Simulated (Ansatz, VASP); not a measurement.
**In2O in VASP and in Ansatz**

```
In O
1.0
    -2.37107    2.37107    3.91701
     2.37107   -2.37107    3.91701
     2.37107    2.37107   -3.91701
In O
2 1
Direct
  0.73945 0.73945 0.00000
  0.26055 0.26055 0.00000
  0.00000 0.00000 0.00000
```

Alike in both runs: functional PBE; k mesh 6 × 6 × 6; occupations gaussian, width 0.1 eV; no spin polarisation.

Ansatz relaxed the structure, and its values are those at the end. VASP's run is a single point on that final structure, the one shown.

|  | VASP | Ansatz |
| --- | --- | --- |
| version | VASP 6.6.1 | Ansatz 0.2.0 |
| potentials or method | VASP PAW PBE potentials, release 64 (In_d, O), cutoff 520 eV | scalar-relativistic, plane waves, PAW |
| valence electrons in the cell | 32 | 32 |

Ansatz gave:

```
gap on the k mesh at the Fermi level (eV) : none
pressure (GPa)                            : -0.1
rms of the force components (eV/Å)        : 0.009
```

**Question.** Estimate VASP's values.

**Answer.** gap on the k mesh at the Fermi level (eV): none; pressure (GPa): -0.1; rms of the force components (eV/Å): 0.036.

A gap of «none» marks a metal or a gap that the smearing closes.
